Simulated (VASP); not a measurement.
The system is Si3Sn2.

```
CELL_PARAMETERS angstrom
-3.75284 3.75284 3.75284
3.75284 -3.75284 3.75284
3.75284 3.75284 -3.75284
ATOMIC_POSITIONS crystal
Si 0.50000 0.25000 0.75000
Si 0.50000 0.75000 0.25000
Si 0.75000 0.50000 0.25000
Si 0.25000 0.50000 0.75000
Si 0.25000 0.75000 0.50000
Si 0.75000 0.25000 0.50000
Sn 0.69782 0.69782 0.69782
Sn 0.00000 0.00000 0.30218
Sn 0.00000 0.30218 0.00000
Sn 0.30218 0.00000 0.00000
```

The cell was generated, and may not be a known phase.

```yaml
Program: VASP 6.6.1
Task: relaxation of cell and atoms
Functional: PBE
Potentials_or_basis: VASP PAW PBE potentials, release 64 (Si, Sn_d)
Cutoff: 500 eV
k_mesh: 6 × 6 × 6
Occupations: gaussian, width 0.1 eV
Spin: no spin polarisation
```

At the start: pressure -0.1 GPa; volume 21.14 Å³/atom.

**Question.** How do energy, volume and symmetry change on relaxing?

**Answer.** Over 5 steps the energy falls by 3.1 meV/atom and the volume is 21.11 Å³/atom (-0.2 %); space group I-43m (No. 217, to 0.1 Å) before and after.

Step by step:
```tsv
step	energy change (eV)	largest force (eV/Å)	pressure (GPa)	volume (Å³)
1	0.0000	0.3298	-0.08	211.42
2	-0.0178	0.2255	-0.02	211.08
3	-0.0314	0.0050	0.11	210.45
4	-0.0314	0.0046	0.11	210.47
5	-0.0315	0.0003	-0.06	211.05
```

Final structure:
```
Si Sn
1.0
    -3.75069    3.75069    3.75069
     3.75069   -3.75069    3.75069
     3.75069    3.75069   -3.75069
Si Sn
6 4
Direct
  0.50000 0.25000 0.75000
  0.50000 0.75000 0.25000
  0.75000 0.50000 0.25000
  0.25000 0.50000 0.75000
  0.25000 0.75000 0.50000
  0.75000 0.25000 0.50000
  0.70479 0.70479 0.70479
  0.00000 0.00000 0.29521
  0.00000 0.29521 0.00000
  0.29521 0.00000 0.00000
```
